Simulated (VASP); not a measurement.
Write the native input for VASP 6.6.1 that does the following.

```yaml
Task: single point
Functional: PBE
Potentials_or_basis: VASP PAW PBE potentials, release 64 (Ti_sv, Ta_pv, N)
Cutoff: 520 eV
k_mesh: 12 × 12 × 4
Occupations: gaussian, width 0.1 eV
Spin: no spin polarisation
Dipole_correction: no
Further_INCAR_settings: ALGO = Normal; EDIFF = 1e-06; NBANDS = 60
```

The structure of Ta5TiN6 lies in POSCAR:

```
Ta5TiN6
1.0
    3.1090342511      0.0000000000      0.0000000000
    0.0000000000      3.1090342511      0.0000000000
    0.0000000000      0.0000000000     13.1628799589
Ti Ta N
1 5 6
Direct
    0.5000000000      0.5000000000      0.5000000000
    0.0000000000      0.0000000000      0.0000000000
    0.5000000000      0.5000000000      0.1683208839
    0.0000000000      0.0000000000      0.3391087451
    0.0000000000      0.0000000000      0.6608912549
    0.5000000000      0.5000000000      0.8316791161
    0.0000000000      0.0000000000      0.8316255952
    0.5000000000      0.5000000000      0.0000000000
    0.0000000000      0.0000000000      0.1683744048
    0.5000000000      0.5000000000      0.3362300113
    0.0000000000      0.0000000000      0.5000000000
    0.5000000000      0.5000000000      0.6637699887
```

One way to write it, as run:

INCAR

```
  PREC = Accurate
  ENCUT = 520
  EDIFF = 1E-6
  ISMEAR = 0
  SIGMA = 0.1
  LREAL = F
  LASPH = T
  NELM = 80
  ALGO = Normal
  ISIF = 2
  LWAVE = F
  LCHARG = F
  GGA = PE
  NBANDS = 60
```

KPOINTS

```
Automatic mesh
0
Gamma
  12 12 4
```

Potentials or basis: VASP PAW PBE potentials, release 64 (Ti_sv, Ta_pv, N).

Run with:

```console
$ cat potpaw_PBE.64/Ti_sv/POTCAR potpaw_PBE.64/Ta_pv/POTCAR potpaw_PBE.64/N/POTCAR > POTCAR
$ mpirun -np 1 vasp_std > vasp.out
```

Results of the run:

| Property | Result |
| --- | --- |
| Pressure | 0.7 GPa |
| Largest force | 0.007 eV/Å |

Wall time 21 min on 1 thread of Intel(R) Xeon(R) Platinum 8259CL CPU @ 2.50GHz (Skylake/Cascade Lake) (shared host), peak memory 0.6 GiB.
